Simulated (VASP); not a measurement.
# HgTe (R-3m) in VASP: notebook

HgTe is run at these levels: PBE; tasks: electric field gradients.

Everything below comes from runs of VASP 6.6.1. Logs are shortened: lines on timing, memory, paths and dates and some standing lists are left out, and cuts for length are marked.

**1. The cell of the first run**

The structure is trigonal, space group R-3m (No. 166). The conventional cell has a = 4.194 Å, b = 4.194 Å, c = 9.817 Å, α = 90.00°, β = 90.00°, γ = 120.00°. Hg (site symmetry -3m) has 6 Te at 2.92 Å within 3.8 Å. Within 3.8 Å of Te (site symmetry -3m) lie 6 Hg at 2.92 Å.

**2. Electric field gradients, PBE (equal xy, yz and zx shear strains of -3 %)**

Contents of INCAR:

```
SYSTEM = HgTe
ALGO     = Normal         ! electronic algorithm
EDIFF    = 1E-8           ! SCF threshold, eV
ENCUT    = 520            ! plane-wave cutoff, eV
GGA      = PE             ! functional
ISIF     = 2              ! what is computed and relaxed
ISMEAR   = -1             ! smearing method
LASPH    = .True.         ! aspherical terms in the spheres
LCHARG   = .False.        ! write CHGCAR
LEFG     = .True.       
LREAL    = .False.        ! projectors in reciprocal space
LWAVE    = .False.        ! write WAVECAR
NBANDS   = 16             ! bands
NELM     = 60             ! most SCF steps
PREC     = Accurate       ! precision mode
SIGMA    = 0.08           ! smearing width, eV
```

Contents of KPOINTS:

```
k-points
0
Gamma
  10 10 10
  0 0 0
```

Contents of POSCAR:

```
HgTe
1.0
   -0.0876450000      2.8776775000      2.8776775000
    2.8776775000     -0.0876450000      2.8776775000
    2.8776775000      2.8776775000     -0.0876450000
Hg Te
1 1
Direct
    0.0000000000      0.0000000000      0.0000000000
    0.5000000000      0.5000000000      0.5000000000
```

Potentials or basis: VASP PAW PBE potentials, release 64 (Hg, Te).

On the command line:

```sh
$ cat potpaw_PBE.64/Hg/POTCAR potpaw_PBE.64/Te/POTCAR > POTCAR
$ mpirun -np 1 vasp_std > vasp.out
```

OUTCAR:

```text
SYSTEM = HgTe
   EDIFF = 1E-8
   ENCUT = 520
   GGA = PE
   ISIF = 2
   ISMEAR = -1
   LASPH = .True.
   LREAL = .False.
   NELM = 60
   PREC = Accurate

 ion  position               nearest neighbor table
   1  0.000  0.000  0.000-   2 2.92   2 2.92   2 2.92   2 2.92   2 2.92   2 2.92
   2  0.500  0.500  0.500-   1 2.92   1 2.92   1 2.92   1 2.92   1 2.92   1 2.92

  LATTYP: Found a trigonal (rhomboedric) cell.
 ALAT       =     4.0705942114
 COS(alpha) =     0.4693254694

  Lattice vectors:

 A1 = (  -0.0876450000,   2.8776775000,   2.8776775000)
 A2 = (   2.8776775000,  -0.0876450000,   2.8776775000)
 A3 = (   2.8776775000,   2.8776775000,  -0.0876450000)

Analysis of symmetry for initial positions (statically):
=====================================================================
 Subroutine PRICEL returns:
 Original cell was already a primitive cell.

 Routine SETGRP: Setting up the symmetry group for a
 trigonal (rhombohedral) supercell.

 Subroutine GETGRP returns: Found 12 space group operations
 (whereof 12 operations were pure point group operations)
 out of a pool of 12 trial point group operations.

The static configuration has the point symmetry D_3d.

Analysis of symmetry for dynamics (positions and initial velocities):
=====================================================================
 Subroutine PRICEL returns:
 Original cell was already a primitive cell.

 Routine SETGRP: Setting up the symmetry group for a
 trigonal (rhombohedral) supercell.

 Subroutine GETGRP returns: Found 12 space group operations
 (whereof 12 operations were pure point group operations)
 out of a pool of 12 trial point group operations.

The dynamic configuration has the point symmetry D_3d.

 Subroutine INISYM returns: Found 12 space group operations
 (whereof 12 operations are pure point group operations),
 and found     1 'primitive' translations

----------------------------------------------------------------------------------------

                                     Primitive cell

  volume of cell :      49.8370

  direct lattice vectors                    reciprocal lattice vectors
    -0.087645000  2.877677500  2.877677500    -0.166008264  0.171223184  0.171223184
     2.877677500 -0.087645000  2.877677500     0.171223184 -0.166008264  0.171223184
     2.877677500  2.877677500 -0.087645000     0.171223184  0.171223184 -0.166008264

  length of vectors
     4.070594211  4.070594211  4.070594211     0.293587297  0.293587297  0.293587297

  position of ions in fractional coordinates (direct lattice)
     0.000000000  0.000000000  0.000000000
     0.500000000  0.500000000  0.500000000

  ion indices of the primitive-cell ions
   primitive index   ion index
                 1           1
                 2           2

----------------------------------------------------------------------------------------

 KPOINTS: k-points

Automatic generation of k-mesh.
 Grid dimensions read from file:
 generate k-points for:   10   10   10

 Generating k-lattice:

  Cartesian coordinates                     Fractional coordinates (reciprocal lattice)
    -0.016600826  0.017122318  0.017122318     0.100000000  0.000000000  0.000000000
     0.017122318 -0.016600826  0.017122318     0.000000000  0.100000000  0.000000000
     0.017122318  0.017122318 -0.016600826     0.000000000  0.000000000  0.100000000

  Length of vectors
     0.029358730  0.029358730  0.029358730

  Shift w.r.t. Gamma in fractional coordinates (k-lattice)
     0.000000000  0.000000000  0.000000000

 Subroutine IBZKPT returns following result:
 ===========================================

 Found    116 irreducible k-points:

 Following reciprocal coordinates:
            Coordinates               Weight
  0.000000  0.000000  0.000000      1.000000
  0.100000 -0.000000 -0.000000      6.000000
  0.200000 -0.000000 -0.000000      6.000000
  0.300000  0.000000 -0.000000      6.000000
  0.400000 -0.000000 -0.000000      6.000000
  0.500000  0.000000 -0.000000      3.000000
[... 16 lines left out ...]
  0.300000  0.300000 -0.000000      6.000000
  0.400000  0.300000 -0.000000     12.000000
 [... further k-points ...]
   k-points           NKPTS =    116   k-points in BZ     NKDIM =    116   number of bands    NBANDS=     16
   number of dos      NEDOS =    301   number of ions     NIONS =      2
   total plane-waves  NPLWV =  27000
   dimension x,y,z NGX =    30 NGY =   30 NGZ =   30
   dimension x,y,z NGXF=    60 NGYF=   60 NGZF=   60
   ions per type =               1   1
   NGX,Y,Z   is equivalent  to a cutoff of  12.25, 12.25, 12.25 a.u.
   NGXF,Y,Z  is equivalent  to a cutoff of  24.50, 24.50, 24.50 a.u.
 SYSTEM =  HgTe
   PREC   = accura    normal or accurate (medium, high low for compatibility)
   ISTART =      0    job   : 0-new  1-cont  2-samecut
   ICHARG =      2    charge: 1-file 2-atom 10-const
   ISPIN  =      1    spin polarized calculation?
   LNONCOLLINEAR =      F non collinear calculations
   LSORBIT =      F    spin-orbit coupling
   LASPH  =      T    aspherical Exc in radial PAW
   ENCUT  =  520.0 eV  38.22 Ry    6.18 a.u.   7.57  7.57  7.57*2*pi/ulx,y,z
   NELM   =     60;   NELMIN=  2; NELMDL= -5     # of ELM steps
   EDIFF  = 0.1E-07   stopping-criterion for ELM
   LREAL  =      F    real-space projection
   EDIFFG = 0.1E-06   stopping-criterion for IOM
   NSW    =      0    number of steps for IOM
   IBRION =     -1    ionic relax: 0-MD 1-quasi-New 2-CG
   NFREE  =      0    steps in history (QN), initial steepest desc. (CG)
   ISIF   =      2    stress and relaxation
   ISYM   =      2    0-nonsym 1-usesym 2-fastsym
   POTIM  = 0.5000    time-step for ionic-motion
   TEBEG  =    0.0;   TEEND  =   0.0 temperature during run
   PSTRESS=    0.0 pullay stress
   NELECT =      18.0000    total number of electrons
   NUPDOWN=      -1.0000    fix difference up-down
   EMIN   =  10.00;   EMAX   =-10.00  energy-range for DOS
   EFERMI =   0.00;   METHOD = LEGACY
   ISMEAR =    -1;   SIGMA  =   0.08  broadening in eV -4-tet -1-fermi 0-gaus
   EFERMI_NEDOS =   21; number of points for ismear=-14 and -15
   IALGO  =     38    algorithm
   IMIX   =      4    mixing-type and parameters
     AMIX     =   0.40;   BMIX     =  1.00
     AMIX_MAG =   1.60;   BMIX_MAG =  1.00
  volume/ion in A,a.u.               =      24.92       168.16
  Fermi-wavevector in a.u.,A,eV,Ry     =   1.165866  2.203167 18.493620  1.359243
  Thomas-Fermi vector in A             =   2.302386
   LORBIT       =      0    0 simple, 1 ext, 2 COOP (PROOUT), +10 PAW based schemes
   GGA     = PE    functional components
   LHFCALC =     F    Hartree Fock is set to
   AEXX    =    0.0000 exact exchange contribution
   IVDW    =     0    specifies the selected vdW correction
   LEPSILON=     F    determine dielectric tensor
   LRPA    =     F    only Hartree local field effects (RPA)
 non-spin polarized calculation
  energy-cutoff  :      520.00
  volume of cell :       49.84
 maximum number of plane-waves:      1360
   NGX = 15   NGY = 15   NGZ = 15

 number of electron      18.0000002 magnetization

 Free energy of the ion-electron system (eV)
  ---------------------------------------------------
  ext. energy  EPLUGINS =         0.00000000
  ---------------------------------------------------
  free energy    TOTEN  =        -3.12797184 eV

  energy without entropy =       -3.11480627  energy(sigma->0) =       -3.12138906

 E-fermi :   5.9518     XC(G=0): -10.5107

 val. band max:        5.9256478980   @ k =   0.5000   0.1000   0.0000
 cond. band min:       5.9634340687   @ k =   0.3000   0.2000   0.2000
 fundamental gap:      0.0377861707
 Fermi energy:         5.9518175419

 k-point     1 :       0.0000    0.0000    0.0000
  band No.  band energies     occupation
      1      -7.0858      2.00000
      2      -1.3018      2.00000
      3      -1.3018      2.00000
      4      -1.2535      2.00000
      5      -1.2535      2.00000
      6      -1.1995      2.00000
[... 8 lines left out ...]
     15      14.0098      0.00000
     16      14.0970      0.00000

 k-point     2 :       0.1000   -0.0000   -0.0000
  band No.  band energies     occupation
      1      -6.9791      2.00000
      2      -1.3548      2.00000
      3      -1.3379      2.00000
      4      -1.2711      2.00000
      5      -1.2333      2.00000
      6      -1.1876      2.00000
[... 8 lines left out ...]
     15      13.9949      0.00000
     16      14.3612      0.00000
[... 387 lines left out ...]
      5      -1.0707      2.00000
      6      -1.0497      2.00000
[... 8 lines left out ...]
     15      17.7527      0.00000
     16      18.2374      0.00000

 k-point    24 :       0.4000    0.3000   -0.0000
  band No.  band energies     occupation
      1      -5.8958      2.00000
      2      -1.4649      2.00000
      3      -1.3976      2.00000
      4      -1.2633      2.00000
      5      -0.9986      2.00000
      6      -0.9651      2.00000
[... 8 lines left out ...]
     15      18.2970      0.00000
     16      18.4105      0.00000

 [... further k-points ...]
[... 5 lines left out ...]
  --------------------------------------------------------------------------------------
  -------------------------------------------------------------------------------------
  Total        3.3098900      3.3098900      3.3098900      0.1467063      0.1467063      0.1467063
  in kB      106.4076032    106.4076032    106.4076032      4.7163692      4.7163692      4.7163692
  external PRESSURE =     106.4076032 kB  Pullay stress =       0.0000000 kB

 VOLUME and BASIS-vectors are now :
 -----------------------------------------------------------------------------
  energy-cutoff  :      520.00
  volume of cell :       49.84
      direct lattice vectors                 reciprocal lattice vectors
    -0.087645000  2.877677500  2.877677500    -0.166008264  0.171223184  0.171223184
     2.877677500 -0.087645000  2.877677500     0.171223184 -0.166008264  0.171223184
     2.877677500  2.877677500 -0.087645000     0.171223184  0.171223184 -0.166008264

 POSITION                                       TOTAL-FORCE (eV/Angst)
 -----------------------------------------------------------------------------------
      0.00000      0.00000      0.00000         0.000000     -0.000000     -0.000000
      2.83385      2.83385      2.83385        -0.000000      0.000000      0.000000
 -----------------------------------------------------------------------------------
    total drift:                               -0.000000      0.000000      0.000000

  FREE ENERGIE OF THE ION-ELECTRON SYSTEM (eV)
  ---------------------------------------------------
  free  energy   TOTEN  =        -3.1279718416 eV

  energy  without entropy=       -3.1148062745  energy(sigma->0) =       -3.12138906

 Electric field gradients (V/A^2)
---------------------------------------------------------------------
 ion       V_xx      V_yy      V_zz      V_xy      V_xz      V_yz
---------------------------------------------------------------------
   1       0.000    -0.000    -0.000    11.738    11.738    11.738
   2       0.000    -0.000    -0.000   -14.521   -14.521   -14.521
---------------------------------------------------------------------

 Electric field gradients after diagonalization (V/A^2)
 (convention: |V_zz| > |V_xx| > |V_yy|)
----------------------------------------------------------------------
 ion       V_xx      V_yy      V_zz     asymmetry (V_yy - V_xx)/ V_zz
----------------------------------------------------------------------
   1     -11.738   -11.738    23.476       0.000
   2      14.521    14.521   -29.043       0.000
----------------------------------------------------------------------

           NMR quadrupolar parameters

 Cq : quadrupolar parameter    Cq=e*Q*V_zz/h
 eta: asymmetry parameters     (V_yy - V_xx)/ V_zz
 Q  : nuclear electric quadrupole moment in mb (millibarn)
----------------------------------------------------------------------
 ion       Cq(MHz)       eta       Q (mb)
----------------------------------------------------------------------
   1       0.057       0.000       1.000
   2      -0.070       0.000       1.000
----------------------------------------------------------------------
```

Wall time 45 s (1 thread of AMD EPYC 9R45 (Zen 5), shared host); peak memory 0.21 GiB.

What came out:

```
Free energy                             : -3.1280 eV
Pressure                                : 10.6 GPa
Band gap on the k mesh                  : zero (bands 9 and 10 overlap by 3.10 eV)
Largest electric field gradient by atom : Hg +23.5; Te -29.0 V/Å²
```

Stress tensor (GPa, compression positive):
```
10.64  0.47  0.47
 0.47 10.64  0.47
 0.47  0.47 10.64
```

Levels at points of the mesh, in eV from the Fermi level:
| k point | band 6 | band 7 | band 8 | band 9 | band 10 | band 11 | band 12 | band 13 |
| --- | --- | --- | --- | --- | --- | --- | --- | --- |
| (0.00, 0.00, 0.00) | -7.15 | -1.05 | -1.05 | -0.62 | -0.38 | 7.51 | 7.51 | 7.83 |
| (0.50, 0.00, 0.00) | -6.94 | -6.11 | 0.45 | 0.47 | 2.55 | 3.69 | 4.08 | 4.47 |
| (0.50, 0.50, 0.00) | -6.00 | -5.18 | -3.00 | -2.93 | -2.62 | 4.67 | 9.68 | 9.85 |
| (0.50, 0.50, 0.50) | -6.93 | -5.90 | 0.30 | 0.30 | 2.18 | 3.47 | 3.47 | 4.00 |

Electric field gradients, principal values (V/Å²):
```csv
atom,least,middle,greatest (by size)
1 Hg,-11.738,-11.738,23.476
2 Te,14.521,14.521,-29.043
```

Caveat: the cell differs from its parent crystal (equal xy, yz and zx shear strains of -3 %); the cell stands under pressure; without QUAD_EFG the Cq values of the log hold for a quadrupole moment of 1 mb, not for the nuclei; spin-orbit coupling is left out, which moves the levels of the heavy elements.

(Part 1 of 4 ends here.)
